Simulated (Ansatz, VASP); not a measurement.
## One calculation of SiC, two programs

```
Si C
1.0
     0.00000    2.36172    1.84214
     2.36172    0.00000    1.84214
     2.36172    2.36172    0.00000
Si C
1 1
Direct
  0.00000 0.00000 0.00000
  0.75000 0.75000 0.75000
```

Alike in both runs: task single point; functional PBEsol; k mesh 12 × 12 × 12; occupations gaussian, width 0.05 eV; no spin polarisation.

|  | VASP | Ansatz |
| --- | --- | --- |
| version | VASP 6.6.1 | Ansatz 0.2.0 |
| potentials or method | VASP PAW PBE potentials, release 64 (Si, C), cutoff 520 eV | scalar-relativistic, plane waves, PAW |
| valence electrons in the cell | 8 | 8 |

|  | VASP | Ansatz | Ansatz less VASP |
| --- | --- | --- | --- |
| gap on the k mesh at the Fermi level (eV) | none | none | - |
| pressure (GPa) | -3.6 | -3.9 | -0.36 |
| traceless stress, the component that is largest in VASP (GPa) | 25.45 | 25.51 | +0.055 |

VASP's potentials were made for PBE, not for PBEsol. A gap of «none» marks a metal or a gap that the smearing closes. With one functional, cell and mesh, what is left measures potentials, basis and numerics.
